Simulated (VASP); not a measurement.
# Os (Fd-3m) in VASP: a series of runs

Os is run at these levels: LDA; tasks: single point.

Program: VASP 6.6.1. These are calculated values, not measurements. Logs are shortened: lines on timing, memory, paths and dates and some standing lists are left out, and cuts for length are marked.

## Step 1: The cell of the first run

Symmetry: Fd-3m, No. 227, cubic system. The conventional cell has a = 4.193 Å, b = 4.193 Å, c = 4.193 Å, α = 90.00°, β = 90.00°, γ = 90.00°. Within 2.4 Å of Os (site symmetry -43m) lie 4 Os at 1.82 Å.

## Step 2: Single point, LDA (volume scaled by 0.45)

INCAR reads:

```
PREC = Accurate
ENCUT = 520
EDIFF = 1E-6
ISMEAR = -1
SIGMA = 0.05
LREAL = False
LASPH = True
NELM = 80
ALGO = Normal
ISIF = 2
LWAVE = False
LCHARG = True
GGA = CA
LELF = True
LVHAR = True
NBANDS = 15
```

KPOINTS reads:

```
regular mesh
0
Gamma
  13 13 13
```

POSCAR reads:

```
Os
1.0
    0.0000000000      2.0964661107      2.0964661107
    2.0964661107      0.0000000000      2.0964661107
    2.0964661107      2.0964661107      0.0000000000
Os
2
Direct
   -0.1250000000     -0.1250000000     -0.1250000000
    0.1250000000      0.1250000000      0.1250000000
```

Potentials or basis: VASP PAW LDA potentials, release 64 (Os).

Launch:

```bash
> cat potpaw_LDA.64/Os/POTCAR > POTCAR
> mpirun -np 1 vasp_std > vasp.out
```

OUTCAR:

```text
PREC = Accurate
   ENCUT = 520
   EDIFF = 1E-6
   ISMEAR = -1
   LREAL = False
   LASPH = True
   NELM = 80
   ISIF = 2
   GGA = CA

 ion  position               nearest neighbor table
   1  0.875  0.875  0.875-   2 1.82   2 1.82   2 1.82   2 1.82
   2  0.125  0.125  0.125-   1 1.82   1 1.82   1 1.82   1 1.82

  LATTYP: Found a face centered cubic cell.
 ALAT       =     4.1929322214

  Lattice vectors:

 A1 = (   0.0000000000,   2.0964661107,   2.0964661107)
 A2 = (   2.0964661107,   0.0000000000,   2.0964661107)
 A3 = (   2.0964661107,   2.0964661107,   0.0000000000)

Analysis of symmetry for initial positions (statically):
=====================================================================
 Subroutine PRICEL returns:
 Original cell was already a primitive cell.

 Routine SETGRP: Setting up the symmetry group for a
 face centered cubic supercell.

 Subroutine GETGRP returns: Found 48 space group operations
 (whereof 12 operations were pure point group operations)
 out of a pool of 48 trial point group operations.

The static configuration has the point symmetry D_3d.
 The point group associated with its full space group is O_h .

Analysis of symmetry for dynamics (positions and initial velocities):
=====================================================================
 Subroutine PRICEL returns:
 Original cell was already a primitive cell.

 Routine SETGRP: Setting up the symmetry group for a
 face centered cubic supercell.

 Subroutine GETGRP returns: Found 48 space group operations
 (whereof 12 operations were pure point group operations)
 out of a pool of 48 trial point group operations.

The dynamic configuration has the point symmetry D_3d.
 The point group associated with its full space group is O_h .

 Subroutine INISYM returns: Found 48 space group operations
 (whereof 12 operations are pure point group operations),
 and found     1 'primitive' translations

----------------------------------------------------------------------------------------

                                     Primitive cell

  volume of cell :      18.4287

  direct lattice vectors                    reciprocal lattice vectors
     0.000000000  2.096466111  2.096466111    -0.238496581  0.238496581  0.238496581
     2.096466111  0.000000000  2.096466111     0.238496581 -0.238496581  0.238496581
     2.096466111  2.096466111  0.000000000     0.238496581  0.238496581 -0.238496581

  length of vectors
     2.964850807  2.964850807  2.964850807     0.413088196  0.413088196  0.413088196

  position of ions in fractional coordinates (direct lattice)
     0.875000000  0.875000000  0.875000000
     0.125000000  0.125000000  0.125000000

  ion indices of the primitive-cell ions
   primitive index   ion index
                 1           1
                 2           2

----------------------------------------------------------------------------------------

 KPOINTS: regular mesh

Automatic generation of k-mesh.
 Grid dimensions read from file:
 generate k-points for:   13   13   13

 Generating k-lattice:

  Cartesian coordinates                     Fractional coordinates (reciprocal lattice)
    -0.018345891  0.018345891  0.018345891     0.076923077  0.000000000  0.000000000
     0.018345891 -0.018345891  0.018345891     0.000000000  0.076923077  0.000000000
     0.018345891  0.018345891 -0.018345891     0.000000000  0.000000000  0.076923077

  Length of vectors
     0.031776015  0.031776015  0.031776015

  Shift w.r.t. Gamma in fractional coordinates (k-lattice)
     0.000000000  0.000000000  0.000000000

 Subroutine IBZKPT returns following result:
 ===========================================

 Found     84 irreducible k-points:

 Following reciprocal coordinates:
            Coordinates               Weight
  0.000000  0.000000  0.000000      1.000000
  0.076923  0.000000  0.000000      8.000000
  0.153846  0.000000  0.000000      8.000000
  0.230769  0.000000  0.000000      8.000000
  0.307692  0.000000  0.000000      8.000000
  0.384615  0.000000  0.000000      8.000000
[... 16 lines left out ...]
  0.384615  0.153846  0.000000     24.000000
  0.461538  0.153846  0.000000     24.000000
 [... further k-points ...]
   k-points           NKPTS =     84   k-points in BZ     NKDIM =     84   number of bands    NBANDS=     15
   number of dos      NEDOS =    301   number of ions     NIONS =      2
   total plane-waves  NPLWV =  13824
   dimension x,y,z NGX =    24 NGY =   24 NGZ =   24
   dimension x,y,z NGXF=    48 NGYF=   48 NGZF=   48
   ions per type =               2
   NGX,Y,Z   is equivalent  to a cutoff of  13.46, 13.46, 13.46 a.u.
   NGXF,Y,Z  is equivalent  to a cutoff of  26.91, 26.91, 26.91 a.u.
 SYSTEM =  unknown system
   PREC   = accura    normal or accurate (medium, high low for compatibility)
   ISTART =      0    job   : 0-new  1-cont  2-samecut
   ICHARG =      2    charge: 1-file 2-atom 10-const
   ISPIN  =      1    spin polarized calculation?
   LNONCOLLINEAR =      F non collinear calculations
   LSORBIT =      F    spin-orbit coupling
   LASPH  =      T    aspherical Exc in radial PAW
   ENCUT  =  520.0 eV  38.22 Ry    6.18 a.u.   5.51  5.51  5.51*2*pi/ulx,y,z
   NELM   =     80;   NELMIN=  2; NELMDL= -5     # of ELM steps
   EDIFF  = 0.1E-05   stopping-criterion for ELM
   LREAL  =      F    real-space projection
   EDIFFG = 0.1E-04   stopping-criterion for IOM
   NSW    =      0    number of steps for IOM
   IBRION =     -1    ionic relax: 0-MD 1-quasi-New 2-CG
   NFREE  =      0    steps in history (QN), initial steepest desc. (CG)
   ISIF   =      2    stress and relaxation
   ISYM   =      2    0-nonsym 1-usesym 2-fastsym
   POTIM  = 0.5000    time-step for ionic-motion
   TEBEG  =    0.0;   TEEND  =   0.0 temperature during run
   PSTRESS=    0.0 pullay stress
   NELECT =      16.0000    total number of electrons
   NUPDOWN=      -1.0000    fix difference up-down
   EMIN   =  10.00;   EMAX   =-10.00  energy-range for DOS
   EFERMI =   0.00;   METHOD = LEGACY
   ISMEAR =    -1;   SIGMA  =   0.05  broadening in eV -4-tet -1-fermi 0-gaus
   EFERMI_NEDOS =   21; number of points for ismear=-14 and -15
   IALGO  =     38    algorithm
   IMIX   =      4    mixing-type and parameters
     AMIX     =   0.40;   BMIX     =  1.00
     AMIX_MAG =   1.60;   BMIX_MAG =  1.00
  volume/ion in A,a.u.               =       9.21        62.18
  Fermi-wavevector in a.u.,A,eV,Ry     =   1.561770  2.951317 33.186303  2.439124
  Thomas-Fermi vector in A             =   2.664786
   LORBIT       =      0    0 simple, 1 ext, 2 COOP (PROOUT), +10 PAW based schemes
   GGA     = CA    functional components
   LHFCALC =     F    Hartree Fock is set to
   AEXX    =    0.0000 exact exchange contribution
   IVDW    =     0    specifies the selected vdW correction
   LEPSILON=     F    determine dielectric tensor
   LRPA    =     F    only Hartree local field effects (RPA)
 non-spin polarized calculation
  energy-cutoff  :      520.00
  volume of cell :       18.43
 maximum number of plane-waves:       531
 NGX is ok and might be reduce to    24
   NGX = 11   NGY = 11   NGZ = 11

 number of electron      15.9999999 magnetization

 Free energy of the ion-electron system (eV)
  ---------------------------------------------------
  ext. energy  EPLUGINS =         0.00000000
  ---------------------------------------------------
  free energy    TOTEN  =         9.46891530 eV

  energy without entropy =        9.47447889  energy(sigma->0) =        9.47169709

 E-fermi :  17.3322     XC(G=0): -16.1514

 val. band max:       17.3096630248   @ k =   0.4615   0.3077   0.0769
 cond. band min:      17.3914248257   @ k =   0.3077   0.0769   0.0000
 fundamental gap:      0.0817618010
 Fermi energy:        17.3321540271

 k-point     1 :       0.0000    0.0000    0.0000
  band No.  band energies     occupation
      1       3.7844      2.00000
      2       4.6670      2.00000
      3       4.6670      2.00000
      4       9.6845      2.00000
      5       9.6845      2.00000
      6       9.6845      2.00000
      7      16.1482      2.00000
      8      16.1482      2.00000
      9      16.1482      2.00000
     10      25.7697      0.00000
     11      25.7697      0.00000
     12      28.6504      0.00000
     13      32.1577      0.00000
     14      32.1577      0.00000
     15      32.1577      0.00000

 k-point     2 :       0.0769    0.0000    0.0000
  band No.  band energies     occupation
      1       4.0639      2.00000
      2       4.5594      2.00000
      3       4.5594      2.00000
      4       9.5807      2.00000
      5       9.9494      2.00000
      6       9.9494      2.00000
      7      15.6198      2.00000
      8      16.0194      2.00000
      9      16.0194      2.00000
     10      25.6840      0.00000
     11      25.6840      0.00000
     12      28.4414      0.00000
     13      32.2564      0.00000
     14      32.2564      0.00000
     15      33.3038      0.00000

 k-point     3 :       0.1538    0.0000    0.0000
  band No.  band energies     occupation
      1       4.3709      2.00000
      2       4.3709      2.00000
      3       4.7988      2.00000
      4       9.3953      2.00000
      5      10.4430      2.00000
      6      10.4430      2.00000
      7      14.3313      2.00000
      8      15.8340      2.00000
      9      15.8340      2.00000
     10      25.4329      0.00000
     11      25.4329      0.00000
     12      28.5834      0.00000
     13      32.5980      0.00000
     14      32.5980      0.00000
     15      35.4810      0.00000
[... 343 lines left out ...]
 k-point    23 :       0.3846    0.1538    0.0000
  band No.  band energies     occupation
      1       3.0376      2.00000
      2       5.4956      2.00000
      3       6.3407      2.00000
      4       8.3033      2.00000
      5      10.3798      2.00000
      6      11.5562      2.00000
      7      13.8652      2.00000
      8      16.0066      2.00000
      9      18.6204      0.00000
     10      21.0126      0.00000
     11      25.1657      0.00000
     12      29.7007      0.00000
     13      31.5668      0.00000
     14      34.4662      0.00000
     15      35.5383      0.00000

 k-point    24 :       0.4615    0.1538    0.0000
  band No.  band energies     occupation
      1       3.3698      2.00000
      2       4.9993      2.00000
      3       6.2688      2.00000
      4       8.0296      2.00000
      5      10.4541      2.00000
      6      11.0312      2.00000
      7      15.3363      2.00000
      8      17.2555      1.64511
      9      18.8660      0.00000
     10      21.6791      0.00000
     11      23.9203      0.00000
     12      26.0797      0.00000
     13      33.0299      0.00000
     14      34.9266      0.00000
     15      36.2401      0.00000

 [... further k-points ...]
[... 5 lines left out ...]
  --------------------------------------------------------------------------------------
  -------------------------------------------------------------------------------------
  Total       97.5257035     97.5257035     97.5257035     -0.0000000     -0.0000000      0.0000000
  in kB     8478.8341297   8478.8341297   8478.8341297     -0.0000000     -0.0000000      0.0000000
  external PRESSURE =    8478.8341297 kB  Pullay stress =       0.0000000 kB

 VOLUME and BASIS-vectors are now :
 -----------------------------------------------------------------------------
  energy-cutoff  :      520.00
  volume of cell :       18.43
      direct lattice vectors                 reciprocal lattice vectors
     0.000000000  2.096466111  2.096466111    -0.238496581  0.238496581  0.238496581
     2.096466111  0.000000000  2.096466111     0.238496581 -0.238496581  0.238496581
     2.096466111  2.096466111  0.000000000     0.238496581  0.238496581 -0.238496581

 POSITION                                       TOTAL-FORCE (eV/Angst)
 -----------------------------------------------------------------------------------
      3.66882      3.66882      3.66882         0.000000      0.000000      0.000000
      0.52412      0.52412      0.52412        -0.000000     -0.000000     -0.000000
 -----------------------------------------------------------------------------------
    total drift:                                0.000000      0.000000      0.000000

  FREE ENERGIE OF THE ION-ELECTRON SYSTEM (eV)
  ---------------------------------------------------
  free  energy   TOTEN  =         9.4689152991 eV

  energy  without entropy=        9.4744788893  energy(sigma->0) =        9.47169709
```

It took 11 s on 1 thread of Intel Xeon Platinum 8488C (Sapphire Rapids), shared host; peak memory 0.14 GiB.

The run converged, but its numbers aren't listed here, since they failed a check.

Caveat: spin-orbit coupling is left out, which moves the levels of the heavy elements.

## Step 3: Single point, LDA (volume scaled by 0.45)

INCAR reads:

```
SYSTEM = Os
ALGO     = Normal         ! electronic algorithm
EDIFF    = 1E-6           ! SCF threshold, eV
ENCUT    = 520            ! plane-wave cutoff, eV
GGA      = CA             ! functional
ISIF     = 2              ! what is computed and relaxed
ISMEAR   = -1             ! smearing method
LASPH    = .True.         ! aspherical terms in the spheres
LCHARG   = .False.        ! write CHGCAR
LREAL    = .False.        ! projectors in reciprocal space
LWAVE    = .False.        ! write WAVECAR
NBANDS   = 15             ! bands
NELM     = 100            ! most SCF steps
PREC     = Accurate       ! precision mode
SIGMA    = 0.05           ! smearing width, eV
```

KPOINTS reads:

```
k-points
0
Gamma
  13 13 13
  0 0 0
```

POSCAR is that of step 2.

Potentials or basis: VASP PAW LDA potentials, release 64 (Os).

Launch:

```bash
> cat potpaw_LDA.64/Os/POTCAR > POTCAR
> mpirun -np 1 vasp_std > vasp.out
```

Run time: 11 s. Hardware: 1 thread of Intel Xeon Platinum 8488C (Sapphire Rapids), shared host; peak memory 0.14 GiB.

The run converged, but its numbers aren't listed here, since they failed a check.

Caveat: spin-orbit coupling is left out, which moves the levels of the heavy elements.

## Step 4: Single point, LDA (volume scaled by 0.52)

INCAR reads:

```
PREC = Accurate ; ENCUT = 520
EDIFF = 1E-6 ; ISMEAR = -1
SIGMA = 0.05 ; LREAL = False
LASPH = True ; NELM = 60
ALGO = Normal ; ISIF = 2
LWAVE = False ; LCHARG = True
LELF = True ; LVHAR = True
NBANDS = 15
```

KPOINTS reads:

```
regular mesh
0
Gamma
  13 13 13
```

POSCAR reads:

```
Os
1.0
    0.0000000000      2.1999769119      2.1999769119
    2.1999769119      0.0000000000      2.1999769119
    2.1999769119      2.1999769119      0.0000000000
Os
2
Direct
   -0.1250000000     -0.1250000000     -0.1250000000
    0.1250000000      0.1250000000      0.1250000000
```

Launch:

```bash
> cat potpaw_LDA.64/Os/POTCAR > POTCAR
> mpirun -np 1 vasp_std > vasp.out
```

Run time: 12 s. Hardware: 1 thread of Intel Xeon Platinum 8488C (Sapphire Rapids), shared host; peak memory 0.14 GiB.

The run converged. Its results:

| Quantity | Value |
| --- | --- |
| Free energy | -2.8000 eV |
| Pressure | 545.3 GPa |
| Band gap on the k mesh | zero (band 8 reaches 16.36 eV, above the bottom of band 9 at 13.22 eV) |

Levels at points of the mesh, in eV from the Fermi level:
| k point | band 6 | band 7 | band 8 | band 9 | band 10 | band 11 |
| --- | --- | --- | --- | --- | --- | --- |
| (0.00, 0.00, 0.00) | -6.71 | -0.98 | -0.98 | -0.98 | 7.08 | 7.08 |

Caveat: spin-orbit coupling is left out, which moves the levels of the heavy elements.

## Step 5: Single point, LDA (volume scaled by 0.52)

INCAR reads:

```
SYSTEM = Os
  PREC = Accurate
  ENCUT = 520
  EDIFF = 1E-6
  ISMEAR = -1
  SIGMA = 0.05
  LREAL = .FALSE.
  LASPH = .TRUE.
  NELM = 60
  ALGO = Normal
  ISIF = 2
  LWAVE = .FALSE.
  LCHARG = .FALSE.
  NBANDS = 15
```

KPOINTS reads:

```
Automatic mesh
0
G
  13 13 13
  0 0 0
```

POSCAR is that of step 4.

Launch:

```bash
> cat potpaw_LDA.64/Os/POTCAR > POTCAR
> mpirun -np 1 vasp_std > vasp.out
```

It took 9.9 s on 1 thread of Intel Xeon Platinum 8488C (Sapphire Rapids), shared host; peak memory 0.14 GiB.

The run converged. Its results:

* Free energy: -2.8000 eV
* Pressure: 545.3 GPa
* Band gap on the k mesh: zero (band 8 reaches 16.36 eV, above the bottom of band 9 at 13.22 eV)

Levels at points of the mesh, in eV from the Fermi level:
```
           k point  band 6  band 7  band 8  band 9  band 10  band 11
(0.00, 0.00, 0.00)   -6.71   -0.98   -0.98   -0.98     7.08     7.08
```

Caveat: spin-orbit coupling is left out, which moves the levels of the heavy elements.

## Step 6: Single point, LDA (volume scaled by 0.6)

INCAR reads:

```
  ALGO = Normal
  EDIFF = 1E-6
  ENCUT = 520
  GGA = CA
  ISIF = 2
  ISMEAR = -1
  LASPH = True
  LCHARG = False
  LREAL = False
  LWAVE = False
  NBANDS = 15
  NELM = 60
  PREC = Accurate
  SIGMA = 0.05
```

KPOINTS reads:

```
k-points
0
Gamma
  13 13 13
```

POSCAR reads:

```
Os
1.0
    0.0000000000      2.3074595258      2.3074595258
    2.3074595258      0.0000000000      2.3074595258
    2.3074595258      2.3074595258      0.0000000000
Os
2
Direct
   -0.1250000000     -0.1250000000     -0.1250000000
    0.1250000000      0.1250000000      0.1250000000
```

Potentials or basis: VASP PAW LDA potentials, release 64 (Os).

Launch:

```bash
> cat potpaw_LDA.64/Os/POTCAR > POTCAR
> mpirun -np 1 vasp_std > vasp.out
```

Wall time 11 s (1 thread of Intel Xeon Platinum 8488C (Sapphire Rapids), shared host); peak memory 0.14 GiB.

It converged, with:

```yaml
Free_energy: -11.5495 eV
Pressure: 327.9 GPa
Band_gap_on_the_k_mesh: zero (band 8 reaches 13.24 eV, above the bottom of band 9 at 10.81 eV)
```

Levels at points of the mesh, in eV from the Fermi level:
```
           k point  band 5  band 6  band 7  band 8  band 9  band 10  band 11  band 12
(0.00, 0.00, 0.00)   -5.92   -5.92   -0.87   -0.87   -0.87     5.89     5.89    11.99
```

Caveat: spin-orbit coupling is left out, which moves the levels of the heavy elements.
